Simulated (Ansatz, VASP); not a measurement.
# Two plane-wave programs on BaTiO3

```
CELL_PARAMETERS angstrom
3.97275 0.00000 0.00000
0.00000 3.97275 0.00000
0.00000 0.00000 3.98807
ATOMIC_POSITIONS crystal
Ba 0.50000 0.50000 0.57857
Ti 0.00000 0.00000 0.09190
O 0.00000 0.50000 0.06598
O 0.50000 0.00000 0.06598
O 0.00000 0.00000 0.55757
```

Change from the starting cell: strain along c alone, the other axes held, atoms relaxed: -3.0 %.

Alike in both runs: functional r2SCAN; k mesh 8 × 8 × 8; occupations gaussian, width 0.02 eV; no spin polarisation.

Ansatz relaxed the structure, and its values are those at the end. VASP's run is a single point on that final structure, the one shown.

|  | VASP | Ansatz |
| --- | --- | --- |
| version | VASP 6.6.1 | Ansatz 0.2.0 |
| potentials or method | VASP PAW PBE potentials, release 64 (Ba_sv, Ti_sv, O), cutoff 520 eV | scalar-relativistic, plane waves, PAW |
| valence electrons in the cell | 40 | 40 |

```csv
,VASP,Ansatz,Ansatz less VASP
gap on the k mesh at the Fermi level (eV),2.22,2.25,+0.027
least direct gap on the mesh (eV),2.53,2.51,-0.015
pressure (GPa),5.6,3.5,-2.12
rms of the force components (eV/Å),0.042,0.002,-0.0403
```

VASP's potentials were made for PBE, not for r2SCAN. Ansatz's warnings: stress scf threshold loose.

Neither program's run includes spin-orbit coupling.
